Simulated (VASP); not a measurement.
# Cu in VASP: notebook

Runs on Cu. Level: PBE. Tasks: single point, relaxation of the atoms.

All numbers are computed with VASP 6.6.1; they aren't measurements. Logs are shortened: lines on timing, memory, paths and dates and some standing lists are left out, and cuts for length are marked.

### 1 The cell of the first run

The cell holds a slab with vacuum, 3 atoms: a = 2.566 Å, b = 2.566 Å, c = 17.629 Å, α = 90.00°, β = 90.00°, γ = 90.00°.

### 2 Single point, PBE

Input file INCAR:

```
SYSTEM = Cu
ALGO = Normal
DIPOL = 0.5 0.5 0.497
EDIFF = 1E-6
ENCUT = 520
GGA = PE
IDIPOL = 3
ISIF = 2
ISMEAR = 0
LASPH = .TRUE.
LCHARG = .FALSE.
LDIPOL = .TRUE.
LREAL = .FALSE.
LWAVE = .FALSE.
NBANDS = 24
NELM = 60
PREC = Accurate
SIGMA = 0.1
```

Input file KPOINTS:

```
k-points
0
G
  11 11 1
  0 0 0
```

Input file POSCAR:

```
Cu
1.0
    2.5659772323      0.0000000000      0.0000000000
    0.0000000000      2.5659772323      0.0000000000
    0.0000000000      0.0000000000     17.6288398027
Cu
3
Direct
    0.5000000000      0.5000000000      0.3970766130
    0.0000000000      0.0000000000      0.4971410286
    0.5000000000      0.5000000000      0.5971993401
```

Potentials or basis: VASP PAW PBE potentials, release 64 (Cu).

Launch:

```sh
$ cat potpaw_PBE.64/Cu/POTCAR > POTCAR
$ mpirun -np 1 vasp_std > vasp.out
```

OUTCAR:

```text
SYSTEM = Cu
   EDIFF = 1E-6
   ENCUT = 520
   GGA = PE
   ISIF = 2
   ISMEAR = 0
   LASPH = .TRUE.
   LREAL = .FALSE.
   NELM = 60
   PREC = Accurate

 ion  position               nearest neighbor table
   1  0.500  0.500  0.397-   2 2.53   2 2.53   2 2.53   2 2.53
   2  0.000  0.000  0.497-   3 2.53   3 2.53   3 2.53   3 2.53   1 2.53   1 2.53   1 2.53   1 2.53

   3  0.500  0.500  0.597-   2 2.53   2 2.53   2 2.53   2 2.53

  LATTYP: Found a simple tetragonal cell.
 ALAT       =     2.5659772323
 C/A-ratio  =     6.8702245604

  Lattice vectors:

 A1 = (   2.5659772323,   0.0000000000,   0.0000000000)
 A2 = (   0.0000000000,   2.5659772323,   0.0000000000)
 A3 = (   0.0000000000,   0.0000000000,  17.6288398027)

Analysis of symmetry for initial positions (statically):
=====================================================================
 Subroutine PRICEL returns:
 Original cell was already a primitive cell.

 Routine SETGRP: Setting up the symmetry group for a
 simple tetragonal supercell.

 Subroutine GETGRP returns: Found 16 space group operations
 (whereof  8 operations were pure point group operations)
 out of a pool of 16 trial point group operations.

The static configuration has the point symmetry C_4v.
 The point group associated with its full space group is D_4h.

Analysis of symmetry for dynamics (positions and initial velocities):
=====================================================================
 Subroutine PRICEL returns:
 Original cell was already a primitive cell.

 Routine SETGRP: Setting up the symmetry group for a
 simple tetragonal supercell.

 Subroutine GETGRP returns: Found 16 space group operations
 (whereof  8 operations were pure point group operations)
 out of a pool of 16 trial point group operations.

The dynamic configuration has the point symmetry C_4v.
 The point group associated with its full space group is D_4h.

 Subroutine INISYM returns: Found 16 space group operations
 (whereof  8 operations are pure point group operations),
 and found     1 'primitive' translations

----------------------------------------------------------------------------------------

                                     Primitive cell

  volume of cell :     116.0725

  direct lattice vectors                    reciprocal lattice vectors
     2.565977232  0.000000000  0.000000000     0.389715071  0.000000000  0.000000000
     0.000000000  2.565977232  0.000000000     0.000000000  0.389715071  0.000000000
     0.000000000  0.000000000 17.628839803     0.000000000  0.000000000  0.056725230

  length of vectors
     2.565977232  2.565977232 17.628839803     0.389715071  0.389715071  0.056725230

  position of ions in fractional coordinates (direct lattice)
     0.500000000  0.500000000  0.397076613
     0.000000000  0.000000000  0.497141029
     0.500000000  0.500000000  0.597199340

  ion indices of the primitive-cell ions
   primitive index   ion index
                 1           1
                 2           2
                 3           3

----------------------------------------------------------------------------------------

 KPOINTS: k-points

Automatic generation of k-mesh.
 Grid dimensions read from file:
 generate k-points for:   11   11    1

 Generating k-lattice:

  Cartesian coordinates                     Fractional coordinates (reciprocal lattice)
     0.035428643  0.000000000  0.000000000     0.090909091  0.000000000  0.000000000
     0.000000000  0.035428643  0.000000000     0.000000000  0.090909091  0.000000000
     0.000000000  0.000000000  0.056725230     0.000000000  0.000000000  1.000000000

  Length of vectors
     0.035428643  0.035428643  0.056725230

  Shift w.r.t. Gamma in fractional coordinates (k-lattice)
     0.000000000  0.000000000  0.000000000

 Subroutine IBZKPT returns following result:
 ===========================================

 Found     21 irreducible k-points:

 Following reciprocal coordinates:
            Coordinates               Weight
  0.000000  0.000000  0.000000      1.000000
  0.090909  0.000000  0.000000      4.000000
  0.181818  0.000000  0.000000      4.000000
  0.272727  0.000000  0.000000      4.000000
  0.363636  0.000000  0.000000      4.000000
  0.454545  0.000000  0.000000      4.000000
[... 13 lines left out ...]
  0.454545  0.363636  0.000000      8.000000
  0.454545  0.454545  0.000000      4.000000
   k-points           NKPTS =     21   k-points in BZ     NKDIM =     21   number of bands    NBANDS=     24
   number of dos      NEDOS =    301   number of ions     NIONS =      3
   total plane-waves  NPLWV =  56000
   dimension x,y,z NGX =    20 NGY =   20 NGZ =  140
   dimension x,y,z NGXF=    40 NGYF=   40 NGZF=  280
   ions per type =               3
   NGX,Y,Z   is equivalent  to a cutoff of  12.96, 12.96, 13.20 a.u.
   NGXF,Y,Z  is equivalent  to a cutoff of  25.92, 25.92, 26.40 a.u.
 SYSTEM =  Cu
   PREC   = accura    normal or accurate (medium, high low for compatibility)
   ISTART =      0    job   : 0-new  1-cont  2-samecut
   ICHARG =      2    charge: 1-file 2-atom 10-const
   ISPIN  =      1    spin polarized calculation?
   LNONCOLLINEAR =      F non collinear calculations
   LSORBIT =      F    spin-orbit coupling
   LASPH  =      T    aspherical Exc in radial PAW
   ENCUT  =  520.0 eV  38.22 Ry    6.18 a.u.   4.77  4.77 32.78*2*pi/ulx,y,z
   NELM   =     60;   NELMIN=  2; NELMDL= -5     # of ELM steps
   EDIFF  = 0.1E-05   stopping-criterion for ELM
   LREAL  =      F    real-space projection
   EDIFFG = 0.1E-04   stopping-criterion for IOM
   NSW    =      0    number of steps for IOM
   IBRION =     -1    ionic relax: 0-MD 1-quasi-New 2-CG
   NFREE  =      0    steps in history (QN), initial steepest desc. (CG)
   ISIF   =      2    stress and relaxation
   ISYM   =      2    0-nonsym 1-usesym 2-fastsym
   POTIM  = 0.5000    time-step for ionic-motion
   TEBEG  =    0.0;   TEEND  =   0.0 temperature during run
   PSTRESS=    0.0 pullay stress
   NELECT =      33.0000    total number of electrons
   NUPDOWN=      -1.0000    fix difference up-down
   EMIN   =  10.00;   EMAX   =-10.00  energy-range for DOS
   EFERMI =   0.00;   METHOD = LEGACY
   ISMEAR =     0;   SIGMA  =   0.10  broadening in eV -4-tet -1-fermi 0-gaus
   EFERMI_NEDOS =   21; number of points for ismear=-14 and -15
   IALGO  =     38    algorithm
   IMIX   =      4    mixing-type and parameters
     AMIX     =   0.40;   BMIX     =  1.00
     AMIX_MAG =   1.60;   BMIX_MAG =  1.00
  volume/ion in A,a.u.               =      38.69       261.10
  Fermi-wavevector in a.u.,A,eV,Ry     =   1.076473  2.034239 15.766343  1.158794
  Thomas-Fermi vector in A             =   2.212358
   LORBIT       =      0    0 simple, 1 ext, 2 COOP (PROOUT), +10 PAW based schemes
   GGA     = PE    functional components
   LHFCALC =     F    Hartree Fock is set to
   AEXX    =    0.0000 exact exchange contribution
   IVDW    =     0    specifies the selected vdW correction
   LEPSILON=     F    determine dielectric tensor
   LRPA    =     F    only Hartree local field effects (RPA)
 non-spin polarized calculation
 Gauss-broadening in eV      SIGMA  =   0.10
  energy-cutoff  :      520.00
  volume of cell :      116.07
 maximum number of plane-waves:      3146
 NGX is ok and might be reduce to    20
   NGX =  9   NGY =  9   NGZ = 65

 dipolmoment           0.000000      0.000000     -0.000000 electrons x Angstroem

 number of electron      32.9999942 magnetization

 dipolmoment           0.000000      0.000000      0.000424 electrons x Angstroem

 Free energy of the ion-electron system (eV)
  ---------------------------------------------------
  ext. energy  EPLUGINS =         0.00000000
  ---------------------------------------------------
  free energy    TOTEN  =        -9.99552814 eV

  energy without entropy =       -9.99138487  energy(sigma->0) =       -9.99345650

 E-fermi :  -0.8087     XC(G=0):  -4.9601

 val. band max:       -0.8559563744   @ k =   0.3636   0.1818   0.0000
 cond. band min:      -0.7315594834   @ k =   0.1818   0.0000   0.0000
 fundamental gap:      0.1243968910
 Fermi energy:        -0.8086981455

 k-point     1 :       0.0000    0.0000    0.0000
  band No.  band energies     occupation
      1      -9.1323      2.00000
      2      -6.5759      2.00000
      3      -5.3811      2.00000
      4      -4.8722      2.00000
      5      -4.0854      2.00000
      6      -3.6969      2.00000
[... 16 lines left out ...]
     23       7.1255      0.00000
     24       8.0886      0.00000

 k-point     2 :       0.0909    0.0000    0.0000
  band No.  band energies     occupation
      1      -8.9391      2.00000
      2      -6.4086      2.00000
      3      -5.2720      2.00000
      4      -4.8245      2.00000
      5      -4.0661      2.00000
      6      -3.6551      2.00000
[... 16 lines left out ...]
     23       7.3233      0.00000
     24       8.2475      0.00000

 k-point     3 :       0.1818    0.0000    0.0000
  band No.  band energies     occupation
      1      -8.3760      2.00000
      2      -5.9661      2.00000
      3      -5.0058      2.00000
      4      -4.6763      2.00000
      5      -3.9876      2.00000
      6      -3.5753      2.00000
[... 16 lines left out ...]
     23       7.9140      0.00000
     24       8.1382      0.00000
[... 433 lines left out ...]
 k-point    20 :       0.4545    0.3636    0.0000
  band No.  band energies     occupation
      1      -5.1820      2.00000
      2      -4.8339      2.00000
      3      -4.7727      2.00000
      4      -4.6525      2.00000
      5      -4.1735      2.00000
      6      -3.8702      2.00000
[... 16 lines left out ...]
     23       8.9150      0.00000
     24       9.6831      0.00000

 k-point    21 :       0.4545    0.4545    0.0000
  band No.  band energies     occupation
      1      -5.2817      2.00000
      2      -4.8940      2.00000
      3      -4.7744      2.00000
      4      -4.7640      2.00000
      5      -4.3118      2.00000
      6      -3.7096      2.00000
[... 16 lines left out ...]
     23       8.2497      0.00000
     24       9.2255      0.00000

------------------------ aborting loop because EDIFF is reached ----------------------------------------

 vacuum level on the upper side and lower side of the slab       (xc-potential included)        -0.162        -0.174

  FORCE on cell =-STRESS in cart. coord.  units (eV):
  Direction    XX          YY          ZZ          XY          YZ          ZX
  --------------------------------------------------------------------------------------
  -------------------------------------------------------------------------------------
  Total       -0.9801381     -0.9801381      0.1024545      0.0000000      0.0000000      0.0000000
  in kB      -13.5290886    -13.5290886      1.4142049      0.0000000      0.0000000      0.0000000
  external PRESSURE =      -8.5479907 kB  Pullay stress =       0.0000000 kB

 VOLUME and BASIS-vectors are now :
 -----------------------------------------------------------------------------
  energy-cutoff  :      520.00
  volume of cell :      116.07
      direct lattice vectors                 reciprocal lattice vectors
     2.565977232  0.000000000  0.000000000     0.389715071  0.000000000  0.000000000
     0.000000000  2.565977232  0.000000000     0.000000000  0.389715071  0.000000000
     0.000000000  0.000000000 17.628839803     0.000000000  0.000000000  0.056725230

 POSITION                                       TOTAL-FORCE (eV/Angst)
 -----------------------------------------------------------------------------------
      1.28299      1.28299      7.00000         0.000000     -0.000000     -0.035662
      0.00000      0.00000      8.76402         0.000000      0.000000      0.000000
      1.28299      1.28299     10.52793        -0.000000     -0.000000      0.035662
 -----------------------------------------------------------------------------------
    total drift:                               -0.000000     -0.000000      0.080360

  FREE ENERGIE OF THE ION-ELECTRON SYSTEM (eV)
  ---------------------------------------------------
  free  energy   TOTEN  =        -9.9955281402 eV

  energy  without entropy=       -9.9913848658  energy(sigma->0) =       -9.99345650

 vacuum level on the upper side and lower side of the slab         3.612         3.600
```

Wall time 99 s (1 thread of Intel Xeon 8259CL, shared host); peak memory 0.24 GiB.

Results:

```
Free energy            : -9.9955 eV
Largest force          : 0.036 eV/Å
Band gap on the k mesh : zero (an odd number of electrons rules out a gap without spin polarisation)
```

Forces on the atoms (eV/Å):
```
Cu   0.000  0.000 -0.036
Cu   0.000  0.000  0.000
Cu   0.000  0.000  0.036
```

### 3 Relaxation of the atoms, PBE

Input file INCAR:

```
PREC     = Accurate       # precision mode
ENCUT    = 520            # plane-wave cutoff, eV
EDIFF    = 1E-6           # SCF threshold, eV
ISMEAR   = 0              # smearing method
SIGMA    = 0.1            # smearing width, eV
LREAL    = False          # projectors in reciprocal space
LASPH    = True           # aspherical terms in the spheres
NELM     = 100            # most SCF steps
ALGO     = Normal         # electronic algorithm
ISIF     = 2              # what is computed and relaxed
LWAVE    = False          # write WAVECAR
LCHARG   = False          # write CHGCAR
LDIPOL   = True         
IDIPOL   = 3            
DIPOL    = 0.5 0.5 0.500
GGA      = PE             # functional
IBRION   = 2              # ionic algorithm
NSW      = 70             # ionic steps
EDIFFG   = -0.03          # ionic threshold
```

Input file KPOINTS:

```
Automatic mesh
0
Gamma
  11 11 1
```

Input file POSCAR:

```
Cu
1.0
    2.5659772323      0.0000000000      0.0000000000
    0.0000000000      2.5659772323      0.0000000000
    0.0000000000      0.0000000000     17.6288398027
Cu
3
Selective dynamics
Direct
    0.5000000000      0.5000000000      0.3970766130  F F F
    0.0000000000      0.0000000000      0.5000000000  T T T
    0.5000000000      0.5000000000      0.6029233870  T T T
```

Potentials or basis: VASP PAW PBE potentials, release 64 (Cu).

Launch:

```sh
$ cat potpaw_PBE.64/Cu/POTCAR > POTCAR
$ mpirun -np 1 vasp_std > vasp.out
```

OUTCAR:

```text
PREC = Accurate
   ENCUT = 520
   EDIFF = 1E-6
   ISMEAR = 0
   LREAL = False
   LASPH = True
   NELM = 100
   ISIF = 2
   GGA = PE
   IBRION = 2
   NSW = 70
   EDIFFG = -0.03

 ion  position               nearest neighbor table
   1  0.500  0.500  0.397-   2 2.57   2 2.57   2 2.57   2 2.57
   2  0.000  0.000  0.500-   1 2.57   3 2.57   1 2.57   3 2.57   1 2.57   3 2.57   1 2.57   3 2.57

   3  0.500  0.500  0.603-   2 2.57   2 2.57   2 2.57   2 2.57

  LATTYP: Found a simple tetragonal cell.
 ALAT       =     2.5659772323
 C/A-ratio  =     6.8702245604

  Lattice vectors:

 A1 = (   2.5659772323,   0.0000000000,   0.0000000000)
 A2 = (   0.0000000000,   2.5659772323,   0.0000000000)
 A3 = (   0.0000000000,   0.0000000000,  17.6288398027)

Analysis of symmetry for initial positions (statically):
=====================================================================
 Subroutine PRICEL returns:
 Original cell was already a primitive cell.

 Routine SETGRP: Setting up the symmetry group for a
 simple tetragonal supercell.

 Subroutine GETGRP returns: Found 16 space group operations
 (whereof 16 operations were pure point group operations)
 out of a pool of 16 trial point group operations.

[... 326 lines left out ...]
--------------------------------------- Ionic step        5  -------------------------------------------

 number of electron      32.9999941 magnetization

------------------------ aborting loop because EDIFF is reached ----------------------------------------
[... 69 lines left out ...]
--------------------------------------- Ionic step        7  -------------------------------------------

 number of electron      32.9999948 magnetization

 dipolmoment           0.000000      0.000000     -0.000398 electrons x Angstroem

 Free energy of the ion-electron system (eV)
  ---------------------------------------------------
  ext. energy  EPLUGINS =         0.00000000
  ---------------------------------------------------
  free energy    TOTEN  =        -9.99580441 eV

  energy without entropy =       -9.99152931  energy(sigma->0) =       -9.99366686

 E-fermi :  -0.8132     XC(G=0):  -4.9444

 val. band max:       -0.8590678080   @ k =   0.3636   0.1818   0.0000
 cond. band min:      -0.7406270858   @ k =   0.1818   0.0000   0.0000
 fundamental gap:      0.1184407221
 Fermi energy:        -0.8132420571

 k-point     1 :       0.0000    0.0000    0.0000
  band No.  band energies     occupation
      1      -9.1059      2.00000
      2      -6.5697      2.00000
      3      -5.3647      2.00000
      4      -4.8497      2.00000
      5      -4.0771      2.00000
      6      -3.6959      2.00000
[... 472 lines left out ...]
     19       5.4288      0.00000
     20       6.8663      0.00000

------------------------ aborting loop because EDIFF is reached ----------------------------------------

 vacuum level on the upper side and lower side of the slab       (xc-potential included)        -0.018        -0.099

  FORCE on cell =-STRESS in cart. coord.  units (eV):
  Direction    XX          YY          ZZ          XY          YZ          ZX
  --------------------------------------------------------------------------------------
  -------------------------------------------------------------------------------------
  Total       -1.0838596     -1.0838596     -0.0524674      0.0000000      0.0000000      0.0000000
  in kB      -14.9607810    -14.9607810     -0.7242205      0.0000000      0.0000000      0.0000000
  external PRESSURE =     -10.2152608 kB  Pullay stress =       0.0000000 kB
[... 18 lines left out ...]
  FREE ENERGIE OF THE ION-ELECTRON SYSTEM (eV)
  ---------------------------------------------------
  free  energy   TOTEN  =        -9.9958044097 eV

  energy  without entropy=       -9.9915293095  energy(sigma->0) =       -9.99366686

 reached required accuracy - stopping structural energy minimisation

 vacuum level on the upper side and lower side of the slab         3.725         3.647
```

OSZICAR:

```text
N       E                     dE             d eps       ncg     rms          rms(c)
DAV:   1     0.250345803319E+03    0.25035E+03   -0.14044E+04   840   0.186E+03
DAV:   2     0.227252934864E+01   -0.24807E+03   -0.23952E+03   844   0.363E+02
DAV:   3    -0.113176318747E+02   -0.13590E+02   -0.12443E+02   928   0.134E+02
[... 77 lines left out ...]
DAV:   4    -0.999647970415E+01    0.21543E-03   -0.11357E-03  1320   0.147E+00    0.162E-01
DAV:   5    -0.999588885189E+01    0.59085E-03   -0.10458E-03  1368   0.107E+00    0.627E-02
DAV:   6    -0.999580874946E+01    0.80102E-04   -0.49879E-04  1232   0.310E-01    0.188E-02
DAV:   7    -0.999580537221E+01    0.33772E-05   -0.22945E-05  1060   0.161E-01    0.107E-02
DAV:   8    -0.999580440970E+01    0.96251E-06   -0.73230E-06   928   0.146E-01
   7 F= -.99958044E+01 E0= -.99936669E+01  d E =-.364044E-02
```

CONTCAR:

```text
Cu
   1.00000000000000
     2.5659772322999999    0.0000000000000000    0.0000000000000000
     0.0000000000000000    2.5659772322999999    0.0000000000000000
     0.0000000000000000    0.0000000000000000   17.6288398027000000
  Cu
     3
Selective dynamics
Direct
     0.5000000000000000    0.5000000000000000    0.3970766130000030   F   F   F
     0.0000000000000000    0.0000000000000000    0.4975584737880072   T   T   T
     0.5000000000000000    0.5000000000000000    0.5981402812560073   T   T   T

  0.00000000E+00  0.00000000E+00  0.00000000E+00
  0.00000000E+00  0.00000000E+00  0.00000000E+00
  0.00000000E+00  0.00000000E+00  0.00000000E+00
```

It took 5.6 min on 1 thread of Intel Xeon 8259CL, shared host; peak memory 0.24 GiB.

What came out:

| Quantity | Value |
| --- | --- |
| Free energy | -9.9958 eV |
| Energy gained by relaxing | 2.7 meV/atom |
| Ionic steps | 7 |
| Band gap on the k mesh | zero (an odd number of electrons rules out a gap without spin polarisation) |

The path:
```
step  energy change (eV)  largest force on free atoms (eV/Å)  pressure (GPa)
   1              0.0000                              0.1854           -1.69
   2             -0.0015                              0.1524           -1.62
   3             -0.0041                              0.1111           -1.41
   4             -0.0022                              0.2944           -1.00
   5             -0.0045                              0.1615           -1.28
   6             -0.0061                              0.1217           -1.28
   7             -0.0082                              0.0068           -1.02
```

Final structure:
```
Cu
1.0
     2.56598    0.00000    0.00000
     0.00000    2.56598    0.00000
     0.00000    0.00000   17.62884
Cu
3
Direct
  0.50000 0.50000 0.39708
  0.00000 0.00000 0.49756
  0.50000 0.50000 0.59814
```
